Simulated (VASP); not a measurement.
Write the native input for VASP 6.6.1 that does the following.

- Task: single point
- Functional: PBE
- Potentials or basis: VASP PAW PBE potentials, release 64 (Be)
- Cutoff: 520 eV
- k mesh: 16 × 16 × 9
- Occupations: gaussian, width 1 eV
- Spin: no spin polarisation
- Dipole correction: no
- Further INCAR settings: ALGO = Normal; EDIFF = 1e-06; NBANDS = 9

The structure of Be lies in POSCAR:

```
Be
1.0
    2.2656737714      0.0000000000      0.0000000000
   -1.1328368857      1.9621310427      0.0000000000
    0.0000000000      0.0000000000      3.5587036811
Be
2
Direct
    0.3333333333      0.6666666667      0.2500000000
    0.6666666667      0.3333333333      0.7500000000
```

One way to write it, as run:

INCAR

```
SYSTEM = Be
ALGO = Normal
EDIFF = 1E-6
ENCUT = 520
GGA = PE
ISIF = 2
ISMEAR = 0
LASPH = .TRUE.
LCHARG = .FALSE.
LREAL = .FALSE.
LWAVE = .FALSE.
NBANDS = 9
NELM = 80
PREC = Accurate
SIGMA = 1.0
```

KPOINTS

```
k-points
0
G
  16 16 9
  0 0 0
```

Potentials or basis: VASP PAW PBE potentials, release 64 (Be).

The run is started by

```sh
$ cat potpaw_PBE.64/Be/POTCAR > POTCAR
$ mpirun -np 1 vasp_std > vasp.out
```

It gave:

* Pressure: 0.6 GPa
* Band gap on the k mesh: zero (band 2 reaches 7.95 eV, above the bottom of band 3 at 6.35 eV)

Run time: 8.6 s on 1 thread of Intel(R) Xeon(R) Platinum 8488C (Sapphire Rapids) (shared host), peak memory 0.13 GiB.
